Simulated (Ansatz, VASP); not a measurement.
**Two plane-wave programs on Si**

```
Si
1.0
     2.64883    0.00000    0.00000
    -1.32442    2.29396    0.00000
     0.00000    0.00000    2.47996
Si
1
Direct
  0.00000 0.00000 0.00000
```

Alike in both runs: functional PBE; k mesh 16 × 16 × 15; occupations fermi-dirac, width 0.08 eV; no spin polarisation.

Ansatz relaxed the structure, and its values are those at the end. VASP's run is a single point on that final structure, the one shown.

|  | VASP | Ansatz |
| --- | --- | --- |
| version | VASP 6.6.1 | Ansatz 0.2.0 |
| potentials or method | VASP PAW PBE potentials, release 64 (Si) | PAW with Ansatz's default frozen-core files, scalar-relativistic |
| plane-wave cutoff (eV) | 520 | 420 |
| valence electrons in the cell | 4 | 4 |

Ansatz gave:

| Quantity | Value |
| --- | --- |
| pressure (GPa) | 0.0 |

Q: Which values does VASP return?

A: Pressure (GPa): -0.1.

With one functional, cell and mesh, what is left measures potentials, basis and numerics.
